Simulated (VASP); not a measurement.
The system is LaAg.

```xyz
2
Lattice="3.8577 0.0000 0.0000 0.0000 3.8577 0.0000 0.0000 0.0000 3.8577" Properties=species:S:1:pos:R:3 pbc="T T T"
La    1.9289    1.9289    1.9289
Ag    0.0000    0.0000    0.0000
```

```yaml
Program: VASP 6.6.1
Task: relaxation of cell and atoms
Functional: LDA
Potentials_or_basis: VASP PAW LDA potentials, release 64 (La, Ag)
Cutoff: 600 eV
k_mesh: 9 × 9 × 9
Occupations: fermi-dirac, width 0.05 eV
Spin: no spin polarisation
```

At the start: pressure -6.0 GPa; volume 28.70 Å³/atom.

Q: How do energy, volume and symmetry change on relaxing?

A: Over 5 steps the energy falls by 66.4 meV/atom and the volume is 25.52 Å³/atom (-11.1 %); space group Pm-3m (No. 221, to 0.1 Å) before and after.

The path:
```
step  energy change (eV)  largest force (eV/Å)  pressure (GPa)  volume (Å³)
   1              0.0000                0.0000           -5.99        57.41
   2             -0.1146                0.0000            3.40        48.94
   3             -0.1327                0.0000           -0.06        51.06
   4             -0.1327                0.0000            0.10        50.94
   5             -0.1327                0.0000            0.03        51.04
```

Final structure:
```
La Ag
1.0
     3.70950    0.00000    0.00000
     0.00000    3.70950    0.00000
     0.00000    0.00000    3.70950
La Ag
1 1
Direct
  0.50000 0.50000 0.50000
  0.00000 0.00000 0.00000
```
